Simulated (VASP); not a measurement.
Crystal: Ni.

```xyz
1
Lattice="0.0000 1.7604 1.7604 1.7604 0.0000 1.7604 1.7604 1.7604 0.0000" Properties=species:S:1:pos:R:3 pbc="T T T"
Ni    0.0000    0.0000    0.0000
```

Base run:

* Program: VASP 6.6.1
* Functional: r2SCAN
* Potentials or basis: VASP PAW PBE potentials, release 64 (Ni)
* Cutoff: 520 eV
* k mesh: 14 × 14 × 14
* Occupations: fermi-dirac, width 0.1 eV
* Spin: collinear spin, ferromagnetic start
* Starting moments: [0.2] μB

Its results: pressure -6.2 GPa; site moments Ni +0.76 μB.

Task: After a change of settings the same cell gave: pressure -8.5 GPa; site moments Ni +0.27 μB. Which change was it?
A. moments at the start from [0.2] to [0.26]; fixed moment from none to 0.26 μB
B. moments at the start from [0.2] to [2.11]; fixed moment from none to 2.11 μB
C. further incar settings from ALGO = Normal; EDIFF = 1e-06; NBANDS = 15 to ALGO = Normal; EDIFF = 1e-07; NBANDS = 15; moments at the start from [0.2] to [2.0]
D. moments at the start from [0.2] to [1.85]; fixed moment from none to 1.85 μB

Result: A.

Caveats: the cell stands under tension; the PAW data sets were made with another functional, which shifts forces and pressure a little; the total moment is fixed, so each spin has its own Fermi level and the state may be an excited one (at least some runs).
